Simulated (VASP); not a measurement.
# V (Im-3m) in VASP: settings compared, part 2 of 2

VASP 6.6.1. The steps go on from the part before.

## 4. Single point, PBE, collinear spin, ferromagnetic start

This run uses another cell than the first one, of 13.89 Å³/atom.

INCAR

```
PREC     = Accurate       # precision mode
ENCUT    = 520            # plane-wave cutoff, eV
EDIFF    = 1E-7           # SCF threshold, eV
ISMEAR   = 0              # smearing method
SIGMA    = 0.023          # smearing width, eV
LREAL    = False          # projectors in reciprocal space
LASPH    = True           # aspherical terms in the spheres
NELM     = 150            # most SCF steps
ALGO     = Normal         # electronic algorithm
ISIF     = 2              # what is computed and relaxed
LWAVE    = False          # write WAVECAR
LCHARG   = False          # write CHGCAR
ISPIN    = 2              # spin polarisation
MAGMOM   = 2              # initial moments
LORBIT   = 11             # projections on sites
LMAXMIX  = 4              # l up to which the mixer works
GGA      = PE             # functional
NBANDS   = 16             # bands
```

KPOINTS

```
regular mesh
0
Gamma
  12 12 12
```

POSCAR

```
V
1.0
   -1.5143500000      1.5143500000      1.5143500000
    1.5143500000     -1.5143500000      1.5143500000
    1.5143500000      1.5143500000     -1.5143500000
V
1
Direct
    0.0000000000      0.0000000000      0.0000000000
```

Run with:

```
$ cat potpaw_PBE.64/V_sv/POTCAR > POTCAR
$ mpirun -np 1 vasp_std > vasp.out
```

Wall time 46 s (1 thread of AMD EPYC 7R13, shared host); peak memory 0.15 GiB.

The run converged. Its results:

- Free energy: -8.9783 eV
- Pressure: -5.1 GPa
- Net moment: 0.13 μB per cell
- Site moments: V +0.11 μB
- Valence electrons inside the program's atomic spheres: V 11.60

Levels at points of the mesh, in eV from the Fermi level:
Spin up:
| k point | band 2 | band 3 | band 4 | band 5 | band 6 | band 7 | band 8 | band 9 | band 10 | band 11 |
| --- | --- | --- | --- | --- | --- | --- | --- | --- | --- | --- |
| (0.00, 0.00, 0.00) | -37.13 | -37.13 | -37.13 | -6.51 | 0.37 | 0.37 | 0.37 | 2.34 | 2.34 | 20.25 |
| (0.50, 0.00, 0.00) | -37.94 | -37.38 | -37.13 | -3.08 | -1.10 | 1.54 | 2.32 | 2.67 | 3.92 | 9.78 |
| (0.50, 0.50, 0.50) | -37.69 | -37.69 | -37.69 | -2.85 | -2.85 | 3.54 | 3.54 | 3.54 | 9.91 | 9.91 |
Spin down:
| k point | band 3 | band 4 | band 5 | band 6 | band 7 | band 8 | band 9 | band 10 |
| --- | --- | --- | --- | --- | --- | --- | --- | --- |
| (0.00, 0.00, 0.00) | -37.03 | -37.03 | -6.45 | 0.50 | 0.50 | 0.50 | 2.40 | 2.40 |
| (0.50, 0.00, 0.00) | -37.28 | -37.03 | -2.99 | -0.98 | 1.60 | 2.40 | 2.74 | 4.04 |
| (0.50, 0.50, 0.50) | -37.59 | -37.59 | -2.79 | -2.79 | 3.66 | 3.66 | 3.66 | 10.00 |

Caveat: the cell stands under tension; a moment this small can come from the mesh or the smearing.

## 5. Single point, RPBE, collinear spin, ferromagnetic start

This run uses another cell than the first one, of 13.78 Å³/atom.

INCAR

```
SYSTEM = V
ALGO = Normal
EDIFF = 1E-6
ENCUT = 520
GGA = RP
ISIF = 2
ISMEAR = -1
ISPIN = 2
LASPH = .TRUE.
LCHARG = .FALSE.
LMAXMIX = 4
LORBIT = 11
LREAL = .FALSE.
LWAVE = .FALSE.
MAGMOM = 2
NBANDS = 16
NELM = 150
PREC = Accurate
SIGMA = 0.05
```

KPOINTS

```
k-points
0
G
  12 12 12
  0 0 0
```

POSCAR

```
V
1.0
   -1.5104547998      1.5104547998      1.5104547998
    1.5104547998     -1.5104547998      1.5104547998
    1.5104547998      1.5104547998     -1.5104547998
V
1
Direct
    0.0000000000      0.0000000000      0.0000000000
```

Run with:

```
$ cat potpaw_PBE.64/V_sv/POTCAR > POTCAR
$ mpirun -np 1 vasp_std > vasp.out
```

Run time: 47 s. Hardware: 1 thread of AMD EPYC 7R13, shared host; peak memory 0.15 GiB.

Results (log left out):

- Free energy: -8.5109 eV
- Pressure: 0.3 GPa
- Net moment: 0.00 μB per cell
- Valence electrons inside the program's atomic spheres: V 11.60

Levels at points of the mesh, in eV from the Fermi level:
Spin up:
| k point | band 3 | band 4 | band 5 | band 6 | band 7 | band 8 | band 9 | band 10 |
| --- | --- | --- | --- | --- | --- | --- | --- | --- |
| (0.00, 0.00, 0.00) | -37.15 | -37.15 | -6.54 | 0.42 | 0.42 | 0.42 | 2.38 | 2.38 |
| (0.50, 0.00, 0.00) | -37.41 | -37.15 | -3.09 | -1.07 | 1.54 | 2.37 | 2.72 | 3.99 |
| (0.50, 0.50, 0.50) | -37.72 | -37.72 | -2.88 | -2.88 | 3.61 | 3.61 | 3.61 | 10.00 |
Spin down:
| k point | band 2 | band 3 | band 4 | band 5 | band 6 | band 7 | band 8 | band 9 | band 10 | band 11 |
| --- | --- | --- | --- | --- | --- | --- | --- | --- | --- | --- |
| (0.00, 0.00, 0.00) | -37.15 | -37.15 | -37.15 | -6.54 | 0.42 | 0.42 | 0.42 | 2.38 | 2.38 | 20.29 |
| (0.50, 0.00, 0.00) | -37.98 | -37.41 | -37.15 | -3.09 | -1.07 | 1.54 | 2.37 | 2.72 | 3.99 | 9.89 |
| (0.50, 0.50, 0.50) | -37.72 | -37.72 | -37.72 | -2.88 | -2.88 | 3.62 | 3.62 | 3.62 | 10.00 | 10.00 |

Caveat: the moments typed at the start vanished in this run; the PAW data sets were made with another functional, which shifts forces and pressure a little.

## 6. Relaxation of cell and atoms, RPBE, collinear spin, ferromagnetic start

This run uses another cell than the first one, of 13.89 Å³/atom.

INCAR

```
SYSTEM = V
ALGO = Normal
EDIFF = 1E-6
EDIFFG = -0.005
ENCUT = 600
GGA = RP
IBRION = 2
ISIF = 3
ISMEAR = -1
ISPIN = 2
LASPH = .True.
LCHARG = .False.
LMAXMIX = 4
LORBIT = 11
LREAL = .False.
LWAVE = .False.
MAGMOM = 2
NELM = 150
NSW = 80
PREC = Accurate
SIGMA = 0.05
```

KPOINTS

```
k-points
0
Gamma
  12 12 12
  0 0 0
```

POSCAR

```
V
1.0
   -1.5143500000      1.5143500000      1.5143500000
    1.5143500000     -1.5143500000      1.5143500000
    1.5143500000      1.5143500000     -1.5143500000
V
1
Direct
    0.0000000000      0.0000000000      0.0000000000
```

Potentials or basis: VASP PAW PBE potentials, release 64 (V_sv).

Run with:

```
$ cat potpaw_PBE.64/V_sv/POTCAR > POTCAR
$ mpirun -np 1 vasp_std > vasp.out
```

It took 54 s on 1 thread of AMD EPYC 7R13, shared host; peak memory 0.17 GiB.

Results (log left out):

```yaml
Free_energy: -8.5110 eV
Relaxed_volume: 13.81 Å³/atom
Relaxed_cell: a = 2.618 Å, b = 2.618 Å, c = 2.618 Å, α = 109.47°, β = 109.47°, γ = 109.47°
Space_group_after_relaxing_to_0.1_Å: Im-3m (No. 229)
Energy_gained_by_relaxing: 0.3 meV/atom
Ionic_steps: 3
Pressure_after_relaxing: 0.0 GPa
Net_moment: 0.00 μB per cell
Valence_electrons_inside_the_program's_atomic_spheres: V 11.60
```

Step by step:
| step | energy change (eV) | largest force (eV/Å) | pressure (GPa) | volume (Å³) |
| --- | --- | --- | --- | --- |
| 1 | 0.0000 | 0.0000 | -1.03 | 13.89 |
| 2 | 0.0001 | 0.0000 | 1.14 | 13.71 |
| 3 | -0.0003 | 0.0000 | -0.01 | 13.81 |

Final structure:
```yaml
crystal:
  lattice:
    - [-1.51125, 1.51125, 1.51125]
    - [1.51125, -1.51125, 1.51125]
    - [1.51125, 1.51125, -1.51125]
  atoms:
    - { symbol: V, position: [0.00000, 0.00000, 0.00000] }
```

Levels at points of the mesh, in eV from the Fermi level:
Spin up:
| k point | band 4 | band 5 | band 6 | band 7 | band 8 | band 9 |
| --- | --- | --- | --- | --- | --- | --- |
| (0.00, 0.00, 0.00) | -37.15 | -6.54 | 0.42 | 0.42 | 0.42 | 2.37 |
| (0.50, 0.00, 0.00) | -37.16 | -3.08 | -1.07 | 1.53 | 2.37 | 2.72 |
| (0.50, 0.50, 0.50) | -37.72 | -2.87 | -2.87 | 3.61 | 3.61 | 3.61 |
Spin down:
```csv
k point,band 3,band 4,band 5,band 6,band 7,band 8,band 9,band 10
"(0.00, 0.00, 0.00)",-37.15,-37.15,-6.54,0.42,0.42,0.42,2.37,2.37
"(0.50, 0.00, 0.00)",-37.41,-37.16,-3.08,-1.07,1.53,2.37,2.72,3.98
"(0.50, 0.50, 0.50)",-37.72,-37.72,-2.87,-2.87,3.61,3.61,3.61,9.99
```

Caveat: the moments typed at the start vanished in this run; the PAW data sets were made with another functional, which shifts forces and pressure a little.

## 7. Summary

| task | level | cell | cutoff (eV) | smearing | gap on the mesh (eV) | pressure (GPa) | moment (μB) |
| --- | --- | --- | --- | --- | --- | --- | --- |
| single point | RPBE+D4 | a = 2.582 Å, angles 109.5°, 1 atom | 520 | fermi-dirac 0.05 eV | none | 0.4 | 0.00 |
| single point | PBE | a = 2.623 Å, angles 109.5°, 1 atom | 520 | gaussian 0.027 eV | none | -5.1 | 0.13 |
| single point | PBE | a = 2.623 Å, angles 109.5°, 1 atom | 520 | gaussian 0.023 eV | none | -5.1 | 0.13 |
| single point | RPBE | a = 2.616 Å, angles 109.5°, 1 atom | 520 | fermi-dirac 0.05 eV | none | 0.3 | 0.00 |
| relaxation of cell and atoms | RPBE | relaxed from a = 2.623 Å, angles 109.5°, 1 atom | 600 | fermi-dirac 0.05 eV | none | 0.0 | 0.00 |

Alike in all rows: potentials or basis VASP PAW PBE potentials, release 64 (V_sv); spin collinear, ferromagnetic start; k mesh 12 × 12 × 12.

Caveats: the moments typed at the start vanished in this run (at least some runs); the PAW data sets were made with another functional, which shifts forces and pressure a little (at least some runs); the cell stands under tension (at least some runs); a moment this small can come from the mesh or the smearing (at least some runs).

Absolute energies hang on the potentials; compare differences alone.
